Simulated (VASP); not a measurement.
Input of a VASP 6.6.1 run:

POSCAR

```
ZnO
1.0
    3.2493987239      0.0000000000      0.0000000000
   -1.6246993619      2.8140618419      0.0000000000
    0.0000000000      0.0000000000      5.2038000000
Zn O
2 2
Direct
    0.3333333333      0.6666666667      0.0000000000
    0.6666666667      0.3333333333      0.5000000000
    0.3333333333      0.6666666667      0.3821000000
    0.6666666667      0.3333333333      0.8821000000
```

The input INCAR.step1:

```
PREC = Accurate
ENCUT = 520
ISMEAR = 0
SIGMA = 0.05
LREAL = False
LASPH = True
NELM = 60
NBANDS = 26
GGA = PE
ALGO = Normal
EDIFF = 1E-4
LWAVE = True
LCHARG = False
```

Contents of INCAR.step2:

```
PREC = Accurate
ENCUT = 520
EDIFF = 1E-6
ISMEAR = 0
SIGMA = 0.05
LREAL = False
LASPH = True
NELM = 60
ALGO = Normal
ISIF = 2
LWAVE = False
LCHARG = False
METAGGA = R2SCAN
LMIXTAU = True
NBANDS = 26
ISTART = 1
```

File KPOINTS:

```
Automatic mesh
0
Gamma
  12 12 6
```

Potentials or basis: VASP PAW PBE potentials, release 64 (Zn, O).

Command:

```console
$ cat potpaw_PBE.64/Zn/POTCAR potpaw_PBE.64/O/POTCAR > POTCAR
$ cp INCAR.step1 INCAR
$ mpirun -np 1 vasp_std > vasp.out
$ cp INCAR.step2 INCAR
$ mpirun -np 1 vasp_std > vasp.out
```

Q: Estimate the pressure.

A: -0.1 GPa.

Q: What does it give for the band gap on the k mesh?

A: 1.23 eV.

Q: Predict the largest force.

A: 0.019 eV/Å.

Stress tensor (GPa, compression positive):
```
-0.21  0.00  0.00
 0.00 -0.21  0.00
 0.00  0.00  0.14
```

Caveat: the PAW data sets were made with another functional, which shifts forces and pressure a little.

**Experimental background.**

“Electronic structure of alkaline earth and post-transition metal oxides”, 2009, arxiv:0908.1581 quotes, for a bulk crystal of ZnO: band gap 3.37 eV.

Measured gap of ZnO: 3.37 eV (quoted in “Electronic structure of alkaline earth and post-transition metal oxides”, 2009, arxiv:0908.1581). This calculation gives 1.23 eV (-2.14 eV). So large a miss can be the level of theory's own, or it may mean another phase, state or a wrong row. The value is that of r2SCAN, without temperature or zero-point motion.
